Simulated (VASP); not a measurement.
Runs of VASP 6.6.1 on TiH. It takes space group P6_3/mmc (No. 194, hexagonal). Conventional cell: a = 2.878 Å, b = 2.878 Å, c = 5.263 Å, α = 90.00°, β = 90.00°, γ = 120.00°. Ti (site symmetry -3m) has 6 H at 2.12 Å and 2 Ti at 2.63 Å within 2.8 Å. H (site symmetry -6m2) has 6 Ti at 2.12 Å within 2.8 Å. 

```tsv
k mesh	gap on the mesh (eV)	pressure (GPa)
3 × 3 × 2	none	-0.6
6 × 6 × 3	none	(b)
4 × 4 × 2	none	-2.3
11 × 11 × 5	none	(a)
9 × 9 × 4	none	-2.2
7 × 7 × 4	none	-2.6
```

Alike in all rows: task single point; level r2SCAN; potentials or basis VASP PAW PBE potentials, release 64 (Ti_sv, H); no spin polarisation; cell as given; cutoff (eV) 520; smearing methfessel-paxton 0.1 eV.

Problem. Estimate the missing entries.

Solution. (a) -1.3; (b) -0.5.

Caveats: some runs use coarse meshes; the PAW data sets were made with another functional, which shifts forces and pressure a little.

A gap of «none» marks levels without a gap at the run's occupations.
